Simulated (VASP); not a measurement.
# Rh (Fm-3m) in VASP: single point with r2SCAN

Aim: the single point of Rh with r2SCAN.

Everything below comes from runs of VASP 6.6.1. Logs are shortened: lines on timing, memory, paths and dates and some standing lists are left out, and cuts for length are marked.

## Step 1: The cell of the first run

The structure is cubic, space group Fm-3m (No. 225). The conventional cell has a = 3.802 Å, b = 3.802 Å, c = 3.802 Å, α = 90.00°, β = 90.00°, γ = 90.00°. Rh (site symmetry m-3m) has 12 Rh at 2.69 Å within 3.5 Å.

## Step 2: Single point, r2SCAN

POSCAR

```
Rh
1.0
    2.6885954972      0.0000000000      0.0000000000
    1.3442977486      2.3283920011      0.0000000000
    1.3442977486      0.7761306670      2.1952290310
Rh
1
Direct
    0.0000000000      0.0000000000      0.0000000000
```

INCAR.step1

```
ALGO = Normal
EDIFF = 1E-5
ENCUT = 580
GGA = PE
GGA_COMPAT = F
ISMEAR = -1
LASPH = T
LCHARG = F
LREAL = F
LWAVE = T
NBANDS = 14
NELM = 120
PREC = Accurate
SIGMA = 0.1
```

INCAR.step2

```
ALGO = Normal
EDIFF = 1E-6
ENCUT = 580
GGA_COMPAT = F
ISIF = 2
ISMEAR = -1
ISTART = 1
LASPH = T
LCHARG = F
LMIXTAU = T
LREAL = F
LWAVE = F
METAGGA = R2SCAN
NBANDS = 14
NELM = 120
PREC = Accurate
SIGMA = 0.1
```

KPOINTS

```
k-points
0
Gamma
  9 9 9
```

Potentials or basis: VASP PAW PBE potentials, release 64 (Rh_sv_GW).

On the command line:

```sh
$ cat potpaw_PBE.64/Rh_sv_GW/POTCAR > POTCAR
$ cp INCAR.step1 INCAR
$ mpirun -np 1 vasp_std > vasp.out
$ cp INCAR.step2 INCAR
$ mpirun -np 1 vasp_std > vasp.out
```

OUTCAR:

```text
EDIFF = 1E-6
   ENCUT = 580
   ISIF = 2
   ISMEAR = -1
   ISTART = 1
   LASPH = T
   LREAL = F
   METAGGA = R2SCAN
   NELM = 120
   PREC = Accurate

 ion  position               nearest neighbor table
   1  0.000  0.000  0.000-

  LATTYP: Found a face centered cubic cell.
 ALAT       =     3.8022482159

  Lattice vectors:

 A1 = (   2.6885954972,   0.0000000000,   0.0000000000)
 A2 = (   1.3442977486,   2.3283920011,   0.0000000000)
 A3 = (   1.3442977486,   0.7761306670,   2.1952290310)

Analysis of symmetry for initial positions (statically):
=====================================================================
 Subroutine PRICEL returns:
 Original cell was already a primitive cell.

 Routine SETGRP: Setting up the symmetry group for a
 face centered cubic supercell.

 Subroutine GETGRP returns: Found 48 space group operations
 (whereof 48 operations were pure point group operations)
 out of a pool of 48 trial point group operations.

The static configuration has the point symmetry O_h .

Analysis of symmetry for dynamics (positions and initial velocities):
=====================================================================
 Subroutine PRICEL returns:
 Original cell was already a primitive cell.

 Routine SETGRP: Setting up the symmetry group for a
 face centered cubic supercell.

 Subroutine GETGRP returns: Found 48 space group operations
 (whereof 48 operations were pure point group operations)
 out of a pool of 48 trial point group operations.

The dynamic configuration has the point symmetry O_h .

 Subroutine INISYM returns: Found 48 space group operations
 (whereof 48 operations are pure point group operations),
 and found     1 'primitive' translations

----------------------------------------------------------------------------------------

                                     Primitive cell

  volume of cell :      13.7424

  direct lattice vectors                    reciprocal lattice vectors
     2.688595497  0.000000000  0.000000000     0.371941410 -0.214740473 -0.151844445
     1.344297749  2.328392001  0.000000000     0.000000000  0.429480946 -0.151844445
     1.344297749  0.776130667  2.195229031     0.000000000  0.000000000  0.455533334

  length of vectors
     2.688595497  2.688595497  2.688595497     0.455533334  0.455533334  0.455533334

  position of ions in fractional coordinates (direct lattice)
     0.000000000  0.000000000  0.000000000

  ion indices of the primitive-cell ions
   primitive index   ion index
                 1           1

----------------------------------------------------------------------------------------

 KPOINTS: k-points

Automatic generation of k-mesh.
 Grid dimensions read from file:
 generate k-points for:    9    9    9

 Generating k-lattice:

  Cartesian coordinates                     Fractional coordinates (reciprocal lattice)
     0.041326823 -0.023860053 -0.016871605     0.111111111 -0.000000000  0.000000000
     0.000000000  0.047720105 -0.016871605     0.000000000  0.111111111  0.000000000
     0.000000000  0.000000000  0.050614815     0.000000000  0.000000000  0.111111111

  Length of vectors
     0.050614815  0.050614815  0.050614815

  Shift w.r.t. Gamma in fractional coordinates (k-lattice)
     0.000000000  0.000000000  0.000000000

 Subroutine IBZKPT returns following result:
 ===========================================

 Found     35 irreducible k-points:

 Following reciprocal coordinates:
            Coordinates               Weight
  0.000000  0.000000  0.000000      1.000000
  0.111111  0.000000  0.000000      8.000000
  0.222222  0.000000  0.000000      8.000000
  0.333333  0.000000  0.000000      8.000000
  0.444444  0.000000  0.000000      8.000000
  0.111111  0.111111  0.000000      6.000000
[... 16 lines left out ...]
 -0.333333  0.333333 -0.000000     12.000000
  0.444444  0.444444 -0.000000      6.000000
 [... further k-points ...]
   k-points           NKPTS =     35   k-points in BZ     NKDIM =     35   number of bands    NBANDS=     14
   number of dos      NEDOS =    301   number of ions     NIONS =      1
   total plane-waves  NPLWV =  13824
   dimension x,y,z NGX =    24 NGY =   24 NGZ =   24
   dimension x,y,z NGXF=    48 NGYF=   48 NGZF=   48
   ions per type =               1
   NGX,Y,Z   is equivalent  to a cutoff of  14.84, 14.84, 14.84 a.u.
   NGXF,Y,Z  is equivalent  to a cutoff of  29.68, 29.68, 29.68 a.u.
 SYSTEM =  unknown system
   PREC   = accura    normal or accurate (medium, high low for compatibility)
   ISTART =      1    job   : 0-new  1-cont  2-samecut
   ICHARG =      0    charge: 1-file 2-atom 10-const
   ISPIN  =      1    spin polarized calculation?
   LNONCOLLINEAR =      F non collinear calculations
   LSORBIT =      F    spin-orbit coupling
   LASPH  =      T    aspherical Exc in radial PAW
   ENCUT  =  580.0 eV  42.63 Ry    6.53 a.u.   5.28  5.28  5.28*2*pi/ulx,y,z
   NELM   =    120;   NELMIN=  2; NELMDL=  0     # of ELM steps
   EDIFF  = 0.1E-05   stopping-criterion for ELM
   LREAL  =      F    real-space projection
   EDIFFG = 0.1E-04   stopping-criterion for IOM
   NSW    =      0    number of steps for IOM
   IBRION =     -1    ionic relax: 0-MD 1-quasi-New 2-CG
   NFREE  =      0    steps in history (QN), initial steepest desc. (CG)
   ISIF   =      2    stress and relaxation
   ISYM   =      2    0-nonsym 1-usesym 2-fastsym
   POTIM  = 0.5000    time-step for ionic-motion
   TEBEG  =    0.0;   TEEND  =   0.0 temperature during run
   PSTRESS=    0.0 pullay stress
   NELECT =      17.0000    total number of electrons
   NUPDOWN=      -1.0000    fix difference up-down
   EMIN   =  10.00;   EMAX   =-10.00  energy-range for DOS
   EFERMI =   0.00;   METHOD = LEGACY
   ISMEAR =    -1;   SIGMA  =   0.10  broadening in eV -4-tet -1-fermi 0-gaus
   EFERMI_NEDOS =   21; number of points for ismear=-14 and -15
   IALGO  =     38    algorithm
   IMIX   =      4    mixing-type and parameters
     AMIX     =   0.40;   BMIX     =  1.00
     AMIX_MAG =   1.60;   BMIX_MAG =  1.00
  volume/ion in A,a.u.               =      13.74        92.74
  Fermi-wavevector in a.u.,A,eV,Ry     =   1.757400  3.321005 42.020987  3.088455
  Thomas-Fermi vector in A             =   2.826762
   LORBIT       =      0    0 simple, 1 ext, 2 COOP (PROOUT), +10 PAW based schemes
   METAGGA = R2SCAN    functional components
   LHFCALC =     F    Hartree Fock is set to
   AEXX    =    0.0000 exact exchange contribution
   IVDW    =     0    specifies the selected vdW correction
   LEPSILON=     F    determine dielectric tensor
   LRPA    =     F    only Hartree local field effects (RPA)
 non-spin polarized calculation
  energy-cutoff  :      580.00
  volume of cell :       13.74
 maximum number of plane-waves:       448
 NGX is ok and might be reduce to    24
   NGX = 11   NGY = 11   NGZ = 11

 number of electron      17.0000001 magnetization

 Free energy of the ion-electron system (eV)
  ---------------------------------------------------
  ext. energy  EPLUGINS =         0.00000000
  ---------------------------------------------------
  free energy    TOTEN  =       -23.29025609 eV

  energy without entropy =      -23.24872812  energy(sigma->0) =      -23.26949211

 E-fermi :  10.6315     XC(G=0): -15.2770

 val. band max:       10.6185554093   @ k =  -0.4444   0.4444   0.1111
 cond. band min:      10.6530345141   @ k =   0.3333   0.1111  -0.0000
 fundamental gap:      0.0344791048
 Fermi energy:        10.6315217907

 k-point     1 :       0.0000    0.0000    0.0000
  band No.  band energies     occupation
      1     -70.4803      2.00000
      2     -37.1075      2.00000
      3     -37.1075      2.00000
      4     -37.1075      2.00000
      5       2.5401      2.00000
      6       7.5245      2.00000
      7       7.5245      2.00000
      8       7.5245      2.00000
      9       9.6230      1.99992
     10       9.6230      1.99992
     11      27.1664      0.00000
     12      32.8080      0.00000
     13      32.8080      0.00000
     14      32.8080      0.00000

 k-point     2 :       0.1111    0.0000    0.0000
  band No.  band energies     occupation
      1     -70.4660      2.00000
      2     -37.2024      2.00000
      3     -37.1207      2.00000
      4     -37.1207      2.00000
      5       3.0415      2.00000
      6       7.3212      2.00000
      7       7.7070      2.00000
      8       7.7070      2.00000
      9       9.5342      1.99997
     10       9.5342      1.99997
     11      27.8520      0.00000
     12      30.7236      0.00000
     13      33.5422      0.00000
     14      33.5422      0.00000

 k-point     3 :       0.2222    0.0000    0.0000
  band No.  band energies     occupation
      1     -70.4297      2.00000
      2     -37.4378      2.00000
      3     -37.1529      2.00000
      4     -37.1529      2.00000
      5       4.1592      2.00000
      6       7.2394      2.00000
      7       7.9059      2.00000
      8       7.9059      2.00000
      9       9.6654      1.99987
     10       9.6654      1.99987
     11      27.3551      0.00000
     12      28.8769      0.00000
     13      35.4487      0.00000
     14      35.4487      0.00000
[... 324 lines left out ...]
 k-point    23 :      -0.3333    0.3333   -0.0000
  band No.  band energies     occupation
      1     -70.3267      2.00000
      2     -37.6380      2.00000
      3     -37.6336      2.00000
      4     -37.2977      2.00000
      5       5.4585      2.00000
      6       6.4444      2.00000
      7       7.6871      2.00000
      8       9.3729      1.99999
      9      10.6538      0.88886
     10      17.7216      0.00000
     11      21.0815      0.00000
     12      23.3289      0.00000
     13      30.0065      0.00000
     14      31.5671      0.00000

 k-point    24 :       0.4444    0.4444   -0.0000
  band No.  band energies     occupation
      1     -70.3217      2.00000
      2     -37.8244      2.00000
      3     -37.3868      2.00000
      4     -37.3868      2.00000
      5       4.2521      2.00000
      6       4.5984      2.00000
      7      11.1513      0.01100
      8      11.5366      0.00023
      9      11.5366      0.00023
     10      13.4955      0.00000
     11      24.3909      0.00000
     12      25.0347      0.00000
     13      25.0347      0.00000
     14      34.7528      0.00000

 [... further k-points ...]

------------------------ aborting loop because EDIFF is reached ----------------------------------------

  FORCE on cell =-STRESS in cart. coord.  units (eV):
  Direction    XX          YY          ZZ          XY          YZ          ZX
  --------------------------------------------------------------------------------------
  -------------------------------------------------------------------------------------
  Total       -0.1392163     -0.1392163     -0.1392163     -0.0000000      0.0000000      0.0000000
  in kB      -16.2307775    -16.2307775    -16.2307775     -0.0000000      0.0000000      0.0000000
  external PRESSURE =     -16.2307775 kB  Pullay stress =       0.0000000 kB

 VOLUME and BASIS-vectors are now :
 -----------------------------------------------------------------------------
  energy-cutoff  :      580.00
  volume of cell :       13.74
      direct lattice vectors                 reciprocal lattice vectors
     2.688595497  0.000000000  0.000000000     0.371941410 -0.214740473 -0.151844445
     1.344297749  2.328392001  0.000000000     0.000000000  0.429480946 -0.151844445
     1.344297749  0.776130667  2.195229031     0.000000000  0.000000000  0.455533334

 POSITION                                       TOTAL-FORCE (eV/Angst)
 -----------------------------------------------------------------------------------
      0.00000      0.00000      0.00000        -0.000000     -0.000000      0.000000
 -----------------------------------------------------------------------------------
    total drift:                                0.000000     -0.000000      0.000000

  FREE ENERGIE OF THE ION-ELECTRON SYSTEM (eV)
  ---------------------------------------------------
  free  energy   TOTEN  =       -23.2902560906 eV

  energy  without entropy=      -23.2487281217  energy(sigma->0) =      -23.26949211
```

It took 33 s on 1 thread of Intel Xeon Platinum 8259CL at 2.50GHz (Skylake/Cascade Lake), shared host; peak memory 0.15 GiB.

What came out:

```yaml
Free_energy: -23.2903 eV
Pressure: -1.6 GPa
Band_gap_on_the_k_mesh: zero (an odd number of electrons rules out a gap without spin polarisation)
```

Caveat: the PAW data sets were made with another functional, which shifts forces and pressure a little.

The gap in the log of VASP goes by the Fermi energy; the results here count the filled bands.